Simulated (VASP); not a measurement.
# Be (Pm-3m) in VASP: further runs

Be is run at these levels: LDA; tasks: single point, relaxation of cell and atoms.

Program: VASP 6.6.1. These are calculated values, not measurements. Logs are shortened: lines on timing, memory, paths and dates and some standing lists are left out, and cuts for length are marked.

### Step 1. The cell of the first run

It takes space group Pm-3m (No. 221, cubic). The conventional cell has a = 2.141 Å, b = 2.141 Å, c = 2.141 Å, α = 90.00°, β = 90.00°, γ = 90.00°. Be (site symmetry m-3m) has 6 Be at 2.14 Å within 2.8 Å.

This isn't the form of Be at room conditions, which is hcp.

### Step 2. Single point, LDA

File INCAR:

```
PREC     = Accurate       # precision mode
ENCUT    = 600            # plane-wave cutoff, eV
EDIFF    = 1E-6           # SCF threshold, eV
ISMEAR   = -1             # smearing method
SIGMA    = 0.1            # smearing width, eV
LREAL    = F              # projectors in reciprocal space
LASPH    = T              # aspherical terms in the spheres
NELM     = 120            # most SCF steps
ALGO     = Normal         # electronic algorithm
ISIF     = 2              # what is computed and relaxed
LWAVE    = F              # write WAVECAR
LCHARG   = T              # write CHGCAR
LELF     = T              # ELF
LVHAR    = T            
NBANDS   = 7              # bands
GGA_COMPAT= F
```

File KPOINTS:

```
regular mesh
0
Gamma
  21 21 21
```

File POSCAR:

```
Be
1.0
    2.1414069196      0.0000000000      0.0000000000
    0.0000000000      2.1414069196      0.0000000000
    0.0000000000      0.0000000000      2.1414069196
Be
1
Direct
    0.0000000000      0.0000000000      0.0000000000
```

Potentials or basis: VASP PAW LDA potentials, release 64 (Be).

Run with:

```bash
$ cat potpaw_LDA.64/Be/POTCAR > POTCAR
$ mpirun -np 1 vasp_std > vasp.out
```

OUTCAR:

```text
PREC = Accurate
   ENCUT = 600
   EDIFF = 1E-6
   ISMEAR = -1
   LREAL = F
   LASPH = T
   NELM = 120
   ISIF = 2

 ion  position               nearest neighbor table
   1  0.000  0.000  0.000-

  LATTYP: Found a simple cubic cell.
 ALAT       =     2.1414069196

  Lattice vectors:

 A1 = (   2.1414069196,   0.0000000000,   0.0000000000)
 A2 = (   0.0000000000,   2.1414069196,   0.0000000000)
 A3 = (   0.0000000000,   0.0000000000,   2.1414069196)

Analysis of symmetry for initial positions (statically):
=====================================================================
 Subroutine PRICEL returns:
 Original cell was already a primitive cell.

 Routine SETGRP: Setting up the symmetry group for a
 simple cubic supercell.

 Subroutine GETGRP returns: Found 48 space group operations
 (whereof 48 operations were pure point group operations)
 out of a pool of 48 trial point group operations.

The static configuration has the point symmetry O_h .

Analysis of symmetry for dynamics (positions and initial velocities):
=====================================================================
 Subroutine PRICEL returns:
 Original cell was already a primitive cell.

 Routine SETGRP: Setting up the symmetry group for a
 simple cubic supercell.

 Subroutine GETGRP returns: Found 48 space group operations
 (whereof 48 operations were pure point group operations)
 out of a pool of 48 trial point group operations.

The dynamic configuration has the point symmetry O_h .

 Subroutine INISYM returns: Found 48 space group operations
 (whereof 48 operations are pure point group operations),
 and found     1 'primitive' translations

----------------------------------------------------------------------------------------

                                     Primitive cell

  volume of cell :       9.8197

  direct lattice vectors                    reciprocal lattice vectors
     2.141406920  0.000000000  0.000000000     0.466982707  0.000000000  0.000000000
     0.000000000  2.141406920  0.000000000     0.000000000  0.466982707  0.000000000
     0.000000000  0.000000000  2.141406920     0.000000000  0.000000000  0.466982707

  length of vectors
     2.141406920  2.141406920  2.141406920     0.466982707  0.466982707  0.466982707

  position of ions in fractional coordinates (direct lattice)
     0.000000000  0.000000000  0.000000000

  ion indices of the primitive-cell ions
   primitive index   ion index
                 1           1

----------------------------------------------------------------------------------------

 KPOINTS: regular mesh

Automatic generation of k-mesh.
 Grid dimensions read from file:
 generate k-points for:   21   21   21

 Generating k-lattice:

  Cartesian coordinates                     Fractional coordinates (reciprocal lattice)
     0.022237272  0.000000000  0.000000000     0.047619048  0.000000000  0.000000000
     0.000000000  0.022237272  0.000000000     0.000000000  0.047619048  0.000000000
     0.000000000  0.000000000  0.022237272     0.000000000  0.000000000  0.047619048

  Length of vectors
     0.022237272  0.022237272  0.022237272

  Shift w.r.t. Gamma in fractional coordinates (k-lattice)
     0.000000000  0.000000000  0.000000000

 Subroutine IBZKPT returns following result:
 ===========================================

 Found    286 irreducible k-points:

 Following reciprocal coordinates:
            Coordinates               Weight
  0.000000  0.000000  0.000000      1.000000
  0.047619  0.000000  0.000000      6.000000
  0.095238  0.000000  0.000000      6.000000
  0.142857  0.000000  0.000000      6.000000
  0.190476  0.000000  0.000000      6.000000
  0.238095  0.000000  0.000000      6.000000
[... 16 lines left out ...]
  0.142857  0.095238  0.000000     24.000000
  0.190476  0.095238  0.000000     24.000000
 [... further k-points ...]
   k-points           NKPTS =    286   k-points in BZ     NKDIM =    286   number of bands    NBANDS=      7
   number of dos      NEDOS =    301   number of ions     NIONS =      1
   total plane-waves  NPLWV =   5832
   dimension x,y,z NGX =    18 NGY =   18 NGZ =   18
   dimension x,y,z NGXF=    36 NGYF=   36 NGZF=   36
   ions per type =               1
   NGX,Y,Z   is equivalent  to a cutoff of  13.97, 13.97, 13.97 a.u.
   NGXF,Y,Z  is equivalent  to a cutoff of  27.95, 27.95, 27.95 a.u.
 SYSTEM =  unknown system
   PREC   = accura    normal or accurate (medium, high low for compatibility)
   ISTART =      0    job   : 0-new  1-cont  2-samecut
   ICHARG =      2    charge: 1-file 2-atom 10-const
   ISPIN  =      1    spin polarized calculation?
   LNONCOLLINEAR =      F non collinear calculations
   LSORBIT =      F    spin-orbit coupling
   LASPH  =      T    aspherical Exc in radial PAW
   ENCUT  =  600.0 eV  44.10 Ry    6.64 a.u.   4.28  4.28  4.28*2*pi/ulx,y,z
   NELM   =    120;   NELMIN=  2; NELMDL= -5     # of ELM steps
   EDIFF  = 0.1E-05   stopping-criterion for ELM
   LREAL  =      F    real-space projection
   EDIFFG = 0.1E-04   stopping-criterion for IOM
   NSW    =      0    number of steps for IOM
   IBRION =     -1    ionic relax: 0-MD 1-quasi-New 2-CG
   NFREE  =      0    steps in history (QN), initial steepest desc. (CG)
   ISIF   =      2    stress and relaxation
   ISYM   =      2    0-nonsym 1-usesym 2-fastsym
   POTIM  = 0.5000    time-step for ionic-motion
   TEBEG  =    0.0;   TEEND  =   0.0 temperature during run
   PSTRESS=    0.0 pullay stress
   NELECT =       2.0000    total number of electrons
   NUPDOWN=      -1.0000    fix difference up-down
   EMIN   =  10.00;   EMAX   =-10.00  energy-range for DOS
   EFERMI =   0.00;   METHOD = LEGACY
   ISMEAR =    -1;   SIGMA  =   0.10  broadening in eV -4-tet -1-fermi 0-gaus
   EFERMI_NEDOS =   21; number of points for ismear=-14 and -15
   IALGO  =     38    algorithm
   IMIX   =      4    mixing-type and parameters
     AMIX     =   0.40;   BMIX     =  1.00
     AMIX_MAG =   1.60;   BMIX_MAG =  1.00
  volume/ion in A,a.u.               =       9.82        66.27
  Fermi-wavevector in a.u.,A,eV,Ry     =   0.963206  1.820194 12.623007  0.927765
  Thomas-Fermi vector in A             =   2.092731
   LORBIT       =      0    0 simple, 1 ext, 2 COOP (PROOUT), +10 PAW based schemes
   GGA     = CA    functional components
   LHFCALC =     F    Hartree Fock is set to
   AEXX    =    0.0000 exact exchange contribution
   IVDW    =     0    specifies the selected vdW correction
   LEPSILON=     F    determine dielectric tensor
   LRPA    =     F    only Hartree local field effects (RPA)
 non-spin polarized calculation
  energy-cutoff  :      600.00
  volume of cell :        9.82
 maximum number of plane-waves:       341
 NGX is ok and might be reduce to    18
   NGX =  9   NGY =  9   NGZ =  9

 number of electron       2.0000000 magnetization

 Free energy of the ion-electron system (eV)
  ---------------------------------------------------
  ext. energy  EPLUGINS =         0.00000000
  ---------------------------------------------------
  free energy    TOTEN  =        -3.15246503 eV

  energy without entropy =       -3.14045770  energy(sigma->0) =       -3.14646137

 E-fermi :   4.9072     XC(G=0):  -9.9127

 val. band max:        4.8704815055   @ k =   0.4286   0.1905   0.0476
 cond. band min:       4.9151654959   @ k =   0.4762   0.3333   0.0000
 fundamental gap:      0.0446839904
 Fermi energy:         4.9072403022

 k-point     1 :       0.0000    0.0000    0.0000
  band No.  band energies     occupation
      1      -4.9087      2.00000
      2      18.6651      0.00000
      3      18.6651      0.00000
      4      18.6651      0.00000
      5      24.6631      0.00000
      6      24.6631      0.00000
      7      33.8245      0.00000

 k-point     2 :       0.0476    0.0000    0.0000
  band No.  band energies     occupation
      1      -4.8522      2.00000
      2      17.8254      0.00000
      3      18.7224      0.00000
      4      18.7224      0.00000
      5      24.7341      0.00000
      6      25.5891      0.00000
      7      33.7641      0.00000

 k-point     3 :       0.0952    0.0000    0.0000
  band No.  band energies     occupation
      1      -4.6828      2.00000
      2      16.0830      0.00000
      3      18.8927      0.00000
      4      18.8927      0.00000
      5      24.9467      0.00000
      6      27.5659      0.00000
      7      33.6090      0.00000

 k-point     4 :       0.1429    0.0000    0.0000
  band No.  band energies     occupation
      1      -4.4013      2.00000
      2      14.1370      0.00000
      3      19.1718      0.00000
      4      19.1718      0.00000
      5      25.2998      0.00000
      6      29.7666      0.00000
      7      33.4895      0.00000

 k-point     5 :       0.1905    0.0000    0.0000
  band No.  band energies     occupation
      1      -4.0090      2.00000
      2      12.1991      0.00000
      3      19.5513      0.00000
      4      19.5513      0.00000
      5      25.7910      0.00000
      6      31.3601      0.00000
      7      34.0179      0.00000
[... 161 lines left out ...]
 k-point    22 :       0.0952    0.0952    0.0000
  band No.  band energies     occupation
      1      -4.4560      2.00000
      2      15.4976      0.00000
      3      17.3140      0.00000
      4      19.1194      0.00000
      5      26.6682      0.00000
      6      28.8585      0.00000
      7      33.2408      0.00000

 k-point    23 :       0.1429    0.0952    0.0000
  band No.  band energies     occupation
      1      -4.1733      2.00000
      2      14.0115      0.00000
      3      17.2135      0.00000
      4      19.3972      0.00000
      5      27.3170      0.00000
      6      30.6954      0.00000
      7      32.9188      0.00000

 k-point    24 :       0.1905    0.0952    0.0000
  band No.  band energies     occupation
      1      -3.7794      2.00000
      2      12.2177      0.00000
      3      17.5151      0.00000
      4      19.7750      0.00000
      5      27.8695      0.00000
      6      31.5620      0.00000
      7      33.7390      0.00000

 [... further k-points ...]

------------------------ aborting loop because EDIFF is reached ----------------------------------------

  FORCE on cell =-STRESS in cart. coord.  units (eV):
  Direction    XX          YY          ZZ          XY          YZ          ZX
  --------------------------------------------------------------------------------------
  -------------------------------------------------------------------------------------
  Total        0.0152082      0.0152082      0.0152082      0.0000000      0.0000000     -0.0000000
  in kB        2.4813700      2.4813700      2.4813700      0.0000000      0.0000000     -0.0000000
  external PRESSURE =       2.4813700 kB  Pullay stress =       0.0000000 kB

 VOLUME and BASIS-vectors are now :
 -----------------------------------------------------------------------------
  energy-cutoff  :      600.00
  volume of cell :        9.82
      direct lattice vectors                 reciprocal lattice vectors
     2.141406920  0.000000000  0.000000000     0.466982707  0.000000000  0.000000000
     0.000000000  2.141406920  0.000000000     0.000000000  0.466982707  0.000000000
     0.000000000  0.000000000  2.141406920     0.000000000  0.000000000  0.466982707

 POSITION                                       TOTAL-FORCE (eV/Angst)
 -----------------------------------------------------------------------------------
      0.00000      0.00000      0.00000         0.000000      0.000000      0.000000
 -----------------------------------------------------------------------------------
    total drift:                               -0.000000     -0.000000     -0.000000

  FREE ENERGIE OF THE ION-ELECTRON SYSTEM (eV)
  ---------------------------------------------------
  free  energy   TOTEN  =        -3.1524650309 eV

  energy  without entropy=       -3.1404577021  energy(sigma->0) =       -3.14646137
```

It took 15 s on 1 thread of Intel Xeon 8259CL, shared host; peak memory 0.12 GiB.

Results:

- Free energy: -3.1525 eV
- Pressure: 0.2 GPa
- Band gap on the k mesh: zero (bands 1 and 2 overlap by 6.65 eV)

Levels at points of the mesh, in eV from the Fermi level:
| k point | band 1 | band 2 | band 3 | band 4 |
| --- | --- | --- | --- | --- |
| (0.00, 0.00, 0.00) | -9.82 | 13.76 | 13.76 | 13.76 |

(Continued in part 2 of 2.)
